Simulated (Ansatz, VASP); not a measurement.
GaN in VASP and in Ansatz

File INCAR:

```
ALGO = Normal ; EDIFF = 1E-6
ENCUT = 520 ; GGA = PE
ISIF = 2 ; ISMEAR = 0
LASPH = True ; LCHARG = False
LREAL = Auto ; LWAVE = False
NBANDS = 86 ; NELM = 80
PREC = Accurate ; SIGMA = 0.01
```

KPOINTS

```
k-points
0
Gamma
  3 3 3
```

File POSCAR:

```
GaN
1.0
    0.0000000000      0.0000000000      5.2431684676
   -6.4367416399      0.0000000000      0.0000000000
    3.2183708199     -5.5743817777      0.0000000000
Ga N
8 8
Direct
    0.4991348680      0.1666666667      0.3333333333
    0.4991348680      0.1666666667      0.8333333333
    0.4991348680      0.6666666667      0.3333333333
    0.4991348680      0.6666666667      0.8333333333
    0.9991348680      0.3333333333      0.1666666667
    0.9991348680      0.3333333333      0.6666666667
    0.9991348680      0.8333333333      0.1666666667
    0.9991348680      0.8333333333      0.6666666667
    0.8758651320      0.1666666667      0.3333333333
    0.8758651320      0.1666666667      0.8333333333
    0.8758651320      0.6666666667      0.3333333333
    0.8758651320      0.6666666667      0.8333333333
    0.3758651320      0.3333333333      0.1666666667
    0.3758651320      0.3333333333      0.6666666667
    0.3758651320      0.8333333333      0.1666666667
    0.3758651320      0.8333333333      0.6666666667
```

Input for Ansatz:

```yaml
crystal:
  lattice:
    - [0.0, 0.0, 5.2431684676]
    - [-6.4367416399, 0.0, 0.0]
    - [3.2183708199, -5.5743817777, 0.0]
  atoms:
    - { symbol: Ga, position: [0.499134868, 0.1666666667, 0.3333333333] }
    - { symbol: Ga, position: [0.499134868, 0.1666666667, 0.8333333333] }
    - { symbol: Ga, position: [0.499134868, 0.6666666667, 0.3333333333] }
    - { symbol: Ga, position: [0.499134868, 0.6666666667, 0.8333333333] }
    - { symbol: Ga, position: [0.999134868, 0.3333333333, 0.1666666667] }
    - { symbol: Ga, position: [0.999134868, 0.3333333333, 0.6666666667] }
    - { symbol: Ga, position: [0.999134868, 0.8333333333, 0.1666666667] }
    - { symbol: Ga, position: [0.999134868, 0.8333333333, 0.6666666667] }
    - { symbol: "N", position: [0.875865132, 0.1666666667, 0.3333333333] }
    - { symbol: "N", position: [0.875865132, 0.1666666667, 0.8333333333] }
    - { symbol: "N", position: [0.875865132, 0.6666666667, 0.3333333333] }
    - { symbol: "N", position: [0.875865132, 0.6666666667, 0.8333333333] }
    - { symbol: "N", position: [0.375865132, 0.3333333333, 0.1666666667] }
    - { symbol: "N", position: [0.375865132, 0.3333333333, 0.6666666667] }
    - { symbol: "N", position: [0.375865132, 0.8333333333, 0.1666666667] }
    - { symbol: "N", position: [0.375865132, 0.8333333333, 0.6666666667] }
basis:
  ecutwfc: 420
  xc_grid: 2
kpoints:
  mp_grid: { grid: [3, 3, 3], shift: [0.0, 0.0, 0.0] }
hamiltonian:
  xc: pbe
scf:
  occupations: { method: gaussian, width: 0.01 }
output:
  forces: true
  stress: true
  eigenvalues: true
  write_density: true
  write_potential: true
  elf: true
  volumetric_format: npy
```

Alike in both runs: task single point; functional PBE; k mesh 3 × 3 × 3; occupations gaussian, width 0.01 eV; no spin polarisation.

|  | VASP | Ansatz |
| --- | --- | --- |
| version | VASP 6.6.1 | Ansatz 0.2.0 |
| potentials or method | VASP PAW PBE potentials, release 64 (Ga_d, N), cutoff 520 eV | scalar-relativistic, plane waves, PAW |
| valence electrons in the cell | 144 | 144 |

|  | VASP | Ansatz | Ansatz less VASP |
| --- | --- | --- | --- |
| gap on the k mesh at the Fermi level (eV) | 1.71 | 1.71 | -0.005 |
| least direct gap on the mesh (eV) | 1.71 | 1.71 | -0.005 |
| pressure (GPa) | 0.0 | 0.0 | -0.02 |

With one functional, cell and mesh, what is left measures potentials, basis and numerics.
